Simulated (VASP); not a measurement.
# KC (C2/c) in VASP: single point with PBE

Aim: the single point of KC with PBE.

All numbers are computed with VASP 6.6.1; they aren't measurements. Logs are shortened: lines on timing, memory, paths and dates and some standing lists are left out, and cuts for length are marked.

## 1. The cell of the first run

It takes space group C2/c (No. 15, monoclinic). The conventional cell has a = 7.557 Å, b = 4.368 Å, c = 7.543 Å, α = 90.00°, β = 109.22°, γ = 90.00°. K (site symmetry 2) has 6 C at 3.06 to 3.12 Å within 4.0 Å. C (site symmetry -1) has 6 K at 3.06 to 3.12 Å within 4.0 Å.

## 2. Single point, PBE, collinear spin

Input file INCAR:

```
ALGO = Normal
EDIFF = 1E-6
ENCUT = 520
GGA = PE
ISIF = 2
ISMEAR = 0
ISPIN = 2
LASPH = T
LCHARG = F
LORBIT = 11
LREAL = F
LWAVE = F
MAGMOM = 0 0 1 1
NBANDS = 25
NELM = 150
PREC = Accurate
SIGMA = 0.1
```

Input file KPOINTS:

```
k-points
0
Gamma
  6 6 4
```

Input file POSCAR:

```
KC
1.0
    3.7784020000     -2.1839030000      0.0000000000
    3.7784020000      2.1839030000      0.0000000000
   -2.4836860000      0.0000000000      7.1228210000
K C
2 2
Direct
    0.7584910000      0.2415090000      0.7500000000
    0.2415090000      0.7584910000      0.2500000000
    0.0000000000      0.5000000000      0.5000000000
    0.5000000000      0.0000000000      0.0000000000
```

Potentials or basis: VASP PAW PBE potentials, release 64 (K_sv, C).

Command:

```console
> cat potpaw_PBE.64/K_sv/POTCAR potpaw_PBE.64/C/POTCAR > POTCAR
> mpirun -np 1 vasp_std > vasp.out
```

OUTCAR:

```text
EDIFF = 1E-6
   ENCUT = 520
   GGA = PE
   ISIF = 2
   ISMEAR = 0
   ISPIN = 2
   LASPH = T
   LORBIT = 11
   LREAL = F
   NELM = 150
   PREC = Accurate

 ion  position               nearest neighbor table
   1  0.758  0.242  0.750-
   2  0.242  0.758  0.250-
   3  0.000  0.500  0.500-
   4  0.500  0.000  0.000-

  LATTYP: Found a base centered monoclinic cell.
 ALAT       =     7.5568040000
 B/A-ratio  =     0.5779964652
 C/A-ratio  =     0.9982296690
 COS(beta)  =    -0.3292517239

  Lattice vectors:

 A1 = (   3.7784020000,  -2.1839030000,   0.0000000000)
 A2 = (   3.7784020000,   2.1839030000,   0.0000000000)
 A3 = (  -2.4836860000,   0.0000000000,   7.1228210000)

Analysis of symmetry for initial positions (statically):
=====================================================================
 Subroutine PRICEL returns:
 Original cell was already a primitive cell.

 Routine SETGRP: Setting up the symmetry group for a
 base centered monoclinic supercell.

 Subroutine GETGRP returns: Found  4 space group operations
 (whereof  2 operations were pure point group operations)
 out of a pool of  4 trial point group operations.

The static configuration has the point symmetry S_2 .
 The point group associated with its full space group is C_2h.

Analysis of symmetry for dynamics (positions and initial velocities):
=====================================================================
 Subroutine PRICEL returns:
 Original cell was already a primitive cell.

 Routine SETGRP: Setting up the symmetry group for a
 base centered monoclinic supercell.

 Subroutine GETGRP returns: Found  4 space group operations
 (whereof  2 operations were pure point group operations)
 out of a pool of  4 trial point group operations.

The dynamic configuration has the point symmetry S_2 .
 The point group associated with its full space group is C_2h.

Analysis of structural, dynamic, and magnetic symmetry:
=====================================================================
 Subroutine PRICEL returns:
 Original cell was already a primitive cell.

 Routine SETGRP: Setting up the symmetry group for a
 base centered monoclinic supercell.

 Subroutine GETGRP returns: Found  4 space group operations
 (whereof  2 operations were pure point group operations)
 out of a pool of  4 trial point group operations.

The overall configuration has the point symmetry S_2 .
 The point group associated with its full space group is C_2h.

 Subroutine INISYM returns: Found  4 space group operations
 (whereof  2 operations are pure point group operations),
 and found     1 'primitive' translations

----------------------------------------------------------------------------------------

                                     Primitive cell

  volume of cell :     117.5502

  direct lattice vectors                    reciprocal lattice vectors
     3.778402000 -2.183903000  0.000000000     0.132331075 -0.228947897  0.046143072
     3.778402000  2.183903000  0.000000000     0.132331075  0.228947897  0.046143072
    -2.483686000  0.000000000  7.122821000     0.000000000  0.000000000  0.140393813

  length of vectors
     4.364144130  4.364144130  7.543425955     0.268435907  0.268435907  0.140393813

  position of ions in fractional coordinates (direct lattice)
     0.758491000  0.241509000  0.750000000
     0.241509000  0.758491000  0.250000000
     0.000000000  0.500000000  0.500000000
     0.500000000  0.000000000  0.000000000

  ion indices of the primitive-cell ions
   primitive index   ion index
                 1           1
                 2           2
                 3           3
                 4           4

----------------------------------------------------------------------------------------

 KPOINTS: k-points

Automatic generation of k-mesh.
 Grid dimensions read from file:
 generate k-points for:    6    6    4

 Generating k-lattice:

  Cartesian coordinates                     Fractional coordinates (reciprocal lattice)
     0.022055179 -0.038157983  0.007690512     0.166666667  0.000000000  0.000000000
     0.022055179  0.038157983  0.007690512     0.000000000  0.166666667  0.000000000
     0.000000000  0.000000000  0.035098453     0.000000000  0.000000000  0.250000000

  Length of vectors
     0.044739318  0.044739318  0.035098453

  Shift w.r.t. Gamma in fractional coordinates (k-lattice)
     0.000000000  0.000000000  0.000000000

 Subroutine IBZKPT returns following result:
 ===========================================

 Found     47 irreducible k-points:

 Following reciprocal coordinates:
            Coordinates               Weight
  0.000000  0.000000  0.000000      1.000000
  0.166667 -0.000000  0.000000      4.000000
  0.333333  0.000000  0.000000      4.000000
  0.500000  0.000000  0.000000      2.000000
  0.166667  0.166667  0.000000      2.000000
  0.333333  0.166667  0.000000      4.000000
[... 16 lines left out ...]
 -0.333333  0.166667  0.250000      4.000000
 -0.166667  0.166667  0.250000      4.000000
 [... further k-points ...]
   k-points           NKPTS =     47   k-points in BZ     NKDIM =     47   number of bands    NBANDS=     25
   number of dos      NEDOS =    301   number of ions     NIONS =      4
   total plane-waves  NPLWV =  57344
   dimension x,y,z NGX =    32 NGY =   32 NGZ =   56
   dimension x,y,z NGXF=    64 NGYF=   64 NGZF=  112
   ions per type =               2   2
   NGX,Y,Z   is equivalent  to a cutoff of  12.19, 12.19, 12.34 a.u.
   NGXF,Y,Z  is equivalent  to a cutoff of  24.38, 24.38, 24.68 a.u.
 SYSTEM =  unknown system
   PREC   = accura    normal or accurate (medium, high low for compatibility)
   ISTART =      0    job   : 0-new  1-cont  2-samecut
   ICHARG =      2    charge: 1-file 2-atom 10-const
   ISPIN  =      2    spin polarized calculation?
   LNONCOLLINEAR =      F non collinear calculations
   LSORBIT =      F    spin-orbit coupling
   LASPH  =      T    aspherical Exc in radial PAW
   ENCUT  =  520.0 eV  38.22 Ry    6.18 a.u.   8.11  8.11 14.03*2*pi/ulx,y,z
   NELM   =    150;   NELMIN=  2; NELMDL= -5     # of ELM steps
   EDIFF  = 0.1E-05   stopping-criterion for ELM
   LREAL  =      F    real-space projection
   EDIFFG = 0.1E-04   stopping-criterion for IOM
   NSW    =      0    number of steps for IOM
   IBRION =     -1    ionic relax: 0-MD 1-quasi-New 2-CG
   NFREE  =      0    steps in history (QN), initial steepest desc. (CG)
   ISIF   =      2    stress and relaxation
   ISYM   =      2    0-nonsym 1-usesym 2-fastsym
   POTIM  = 0.5000    time-step for ionic-motion
   TEBEG  =    0.0;   TEEND  =   0.0 temperature during run
   PSTRESS=    0.0 pullay stress
   NELECT =      26.0000    total number of electrons
   NUPDOWN=      -1.0000    fix difference up-down
   EMIN   =  10.00;   EMAX   =-10.00  energy-range for DOS
   EFERMI =   0.00;   METHOD = LEGACY
   ISMEAR =     0;   SIGMA  =   0.10  broadening in eV -4-tet -1-fermi 0-gaus
   EFERMI_NEDOS =   21; number of points for ismear=-14 and -15
   IALGO  =     38    algorithm
   IMIX   =      4    mixing-type and parameters
     AMIX     =   0.40;   BMIX     =  1.00
     AMIX_MAG =   1.60;   BMIX_MAG =  1.00
  volume/ion in A,a.u.               =      29.39       198.32
  Fermi-wavevector in a.u.,A,eV,Ry     =   0.990052  1.870927 13.336477  0.980203
  Thomas-Fermi vector in A             =   2.121695
   LORBIT       =     11    0 simple, 1 ext, 2 COOP (PROOUT), +10 PAW based schemes
   GGA     = PE    functional components
   LHFCALC =     F    Hartree Fock is set to
   AEXX    =    0.0000 exact exchange contribution
   IVDW    =     0    specifies the selected vdW correction
   LEPSILON=     F    determine dielectric tensor
   LRPA    =     F    only Hartree local field effects (RPA)
 spin polarized calculation
 Gauss-broadening in eV      SIGMA  =   0.10
  energy-cutoff  :      520.00
  volume of cell :      117.55
 maximum number of plane-waves:      3186
   NGX = 17   NGY = 17   NGZ = 29

 number of electron      26.0000000 magnetization       6.0000188

 Free energy of the ion-electron system (eV)
  ---------------------------------------------------
  ext. energy  EPLUGINS =         0.00000000
  ---------------------------------------------------
  free energy    TOTEN  =       -11.30722186 eV

  energy without entropy =      -11.30722158  energy(sigma->0) =      -11.30722172

 E-fermi :  -0.3270     XC(G=0):  -7.1549

 val. band max:       -0.6139040414   @ k =   0.0000   0.0000   0.0000
 cond. band min:      -0.0354462425   @ k =   0.5000   0.5000   0.0000
 fundamental gap:      0.5784577989
 Fermi energy:        -0.3269830462

 spin component 1

 k-point     1 :       0.0000    0.0000    0.0000
  band No.  band energies     occupation
      1     -30.3318      1.00000
      2     -30.3194      1.00000
      3     -14.0091      1.00000
      4     -13.7831      1.00000
      5     -13.7809      1.00000
      6     -13.7678      1.00000
[... 17 lines left out ...]
     24       6.9130      0.00000
     25       7.5424      0.00000

 k-point     2 :       0.1667   -0.0000    0.0000
  band No.  band energies     occupation
      1     -30.3289      1.00000
      2     -30.3182      1.00000
      3     -13.9778      1.00000
      4     -13.8189      1.00000
      5     -13.8162      1.00000
      6     -13.7882      1.00000
[... 17 lines left out ...]
     24       7.3262      0.00000
     25       7.4765      0.00000

 k-point     3 :       0.3333    0.0000    0.0000
  band No.  band energies     occupation
      1     -30.3226      1.00000
      2     -30.3165      1.00000
      3     -13.9174      1.00000
      4     -13.9081      1.00000
      5     -13.8780      1.00000
      6     -13.8011      1.00000
[... 552 lines left out ...]
 k-point    23 :      -0.3333    0.1667    0.2500
  band No.  band energies     occupation
      1     -30.3194      1.00000
      2     -30.3156      1.00000
      3     -13.9679      1.00000
      4     -13.9057      1.00000
      5     -13.8519      1.00000
      6     -13.8365      1.00000
[... 17 lines left out ...]
     24       7.9333      0.00000
     25       8.3721      0.00000

 k-point    24 :      -0.1667    0.1667    0.2500
  band No.  band energies     occupation
      1     -30.3234      1.00000
      2     -30.3177      1.00000
      3     -13.9289      1.00000
      4     -13.9015      1.00000
      5     -13.8422      1.00000
      6     -13.8055      1.00000
[... 17 lines left out ...]
     24       7.5883      0.00000
     25       7.9273      0.00000

 [... further k-points ...]

 spin component 2

 k-point     1 :       0.0000    0.0000    0.0000
  band No.  band energies     occupation
      1     -30.2486      1.00000
      2     -30.2372      1.00000
      3     -13.8667      1.00000
      4     -13.7046      1.00000
      5     -13.7020      1.00000
      6     -13.6877      1.00000
[... 17 lines left out ...]
     24       7.3644      0.00000
     25       7.8771      0.00000

 k-point     2 :       0.1667   -0.0000    0.0000
  band No.  band energies     occupation
      1     -30.2460      1.00000
      2     -30.2361      1.00000
      3     -13.8465      1.00000
      4     -13.7331      1.00000
      5     -13.7243      1.00000
      6     -13.7085      1.00000
[... 17 lines left out ...]
     24       7.8461      0.00000
     25       7.9306      0.00000

 k-point     3 :       0.3333    0.0000    0.0000
  band No.  band energies     occupation
      1     -30.2402      1.00000
      2     -30.2344      1.00000
      3     -13.8028      1.00000
      4     -13.7939      1.00000
      5     -13.7880      1.00000
      6     -13.7196      1.00000
[... 552 lines left out ...]
 k-point    23 :      -0.3333    0.1667    0.2500
  band No.  band energies     occupation
      1     -30.2372      1.00000
      2     -30.2336      1.00000
      3     -13.8380      1.00000
      4     -13.8127      1.00000
      5     -13.7606      1.00000
      6     -13.7447      1.00000
[... 17 lines left out ...]
     24       8.4531      0.00000
     25       8.8747      0.00000

 k-point    24 :      -0.1667    0.1667    0.2500
  band No.  band energies     occupation
      1     -30.2409      1.00000
      2     -30.2356      1.00000
      3     -13.8148      1.00000
      4     -13.7877      1.00000
      5     -13.7556      1.00000
      6     -13.7216      1.00000
[... 17 lines left out ...]
     24       8.0828      0.00000
     25       8.1597      0.00000

 [... further k-points ...]
[... 5 lines left out ...]
  --------------------------------------------------------------------------------------
  -------------------------------------------------------------------------------------
  Total        0.0493762      0.0230892      0.0496591      0.0000000      0.0000000     -0.0370313
  in kB        0.6729841      0.3146997      0.6768393      0.0000000      0.0000000     -0.5047268
  external PRESSURE =       0.5548411 kB  Pullay stress =       0.0000000 kB

 VOLUME and BASIS-vectors are now :
 -----------------------------------------------------------------------------
  energy-cutoff  :      520.00
  volume of cell :      117.55
      direct lattice vectors                 reciprocal lattice vectors
     3.778402000 -2.183903000  0.000000000     0.132331075 -0.228947897  0.046143072
     3.778402000  2.183903000  0.000000000     0.132331075  0.228947897  0.046143072
    -2.483686000  0.000000000  7.122821000     0.000000000  0.000000000  0.140393813

 POSITION                                       TOTAL-FORCE (eV/Angst)
 -----------------------------------------------------------------------------------
      1.91564     -1.12904      5.34212         0.000000      0.035311      0.000000
      3.15748      1.12904      1.78071        -0.000000     -0.035311      0.000000
      0.64736      1.09195      3.56141         0.000000      0.000000      0.000000
      1.88920     -1.09195      0.00000         0.000000      0.000000      0.000000
 -----------------------------------------------------------------------------------
    total drift:                                0.000000      0.000000      0.000000

  FREE ENERGIE OF THE ION-ELECTRON SYSTEM (eV)
  ---------------------------------------------------
  free  energy   TOTEN  =       -11.3072218615 eV

  energy  without entropy=      -11.3072215837  energy(sigma->0) =      -11.30722172

 total charge

# of ion       s       p       d       tot
------------------------------------------
    1        1.957   5.576   0.029   7.562
    2        1.957   5.576   0.029   7.562
    3        0.954   1.167   0.000   2.121
    4        0.954   1.167   0.000   2.121
--------------------------------------------------
tot          5.822  13.486   0.059  19.367

 magnetization (x)

# of ion       s       p       d       tot
------------------------------------------
    1        0.011   0.030   0.025   0.067
    2        0.011   0.030   0.025   0.067
    3        0.052   1.166   0.000   1.218
    4        0.052   1.166   0.000   1.218
--------------------------------------------------
tot          0.126   2.393   0.050   2.570
```

It took 2.4 min on 1 thread of Intel Xeon Platinum 8559C (Emerald Rapids), shared host; peak memory 0.39 GiB.

Results:

| Quantity | Value |
| --- | --- |
| Free energy | -11.3072 eV |
| Pressure | 0.1 GPa |
| Largest force | 0.035 eV/Å |
| Band gap on the k mesh | 0.58 eV |
| Net moment | 6.00 μB per cell |
| Site moments | K +0.07; C +1.22 μB |
| Valence electrons inside the program's atomic spheres | K 7.56; C 2.12 |

Forces in eV/Å, atoms in the order of the input:
```
K    0.000  0.035  0.000
K    0.000 -0.035  0.000
C    0.000  0.000  0.000
C    0.000  0.000  0.000
```

A k mesh can miss the band edges.
